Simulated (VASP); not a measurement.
A run of VASP 6.6.1:

INCAR

```
PREC = Accurate ; ENCUT = 600
EDIFF = 1E-6 ; ISMEAR = 0
SIGMA = 0.1 ; LREAL = F
LASPH = T ; NELM = 100
ALGO = Fast ; ISIF = 3
LWAVE = F ; LCHARG = F
GGA = PE ; IBRION = 2
NSW = 100 ; EDIFFG = -0.01
KPAR = 4
```

Contents of KPOINTS:

```
regular mesh
0
Gamma
  12 12 4
```

POSCAR

```
Ta5AlN6
1.0
    3.0859026094      0.0000000000      0.0000000000
    0.0000000000      3.0859026094      0.0000000000
    0.0000000000      0.0000000000     13.2465156761
Ta Al N
5 1 6
Direct
    0.0000000000      0.0000000000      0.6706038422
    0.0000000000      0.0000000000      0.3293961578
    0.5000000000      0.5000000000      0.1770640035
    0.0000000000      0.0000000000      0.0000000000
    0.5000000000      0.5000000000      0.8229359965
    0.5000000000      0.5000000000      0.5000000000
    0.0000000000      0.0000000000      0.8379840600
    0.5000000000      0.5000000000      0.6481313174
    0.0000000000      0.0000000000      0.5000000000
    0.5000000000      0.5000000000      0.3518686826
    0.0000000000      0.0000000000      0.1620159400
    0.5000000000      0.5000000000      0.0000000000
```

Potentials or basis: VASP PAW PBE potentials, release 64 (Ta_pv, Al, N).

Command:

```bash
$ cat potpaw_PBE.64/Ta_pv/POTCAR potpaw_PBE.64/Al/POTCAR potpaw_PBE.64/N/POTCAR > POTCAR
$ mpirun -np 4 vasp_std > vasp.out
```

Hardware: 4 MPI ranks on Oxide Virtual Turin-like Processor, on a shared host.

Question: How long does it take, and how much memory?

Answer: Wall time 32 min on 4 MPI ranks on Oxide Virtual Turin-like Processor, on a shared host, peak memory 0.67 GiB a rank. Counts: scf iterations 84, k points 84, ion steps 10.
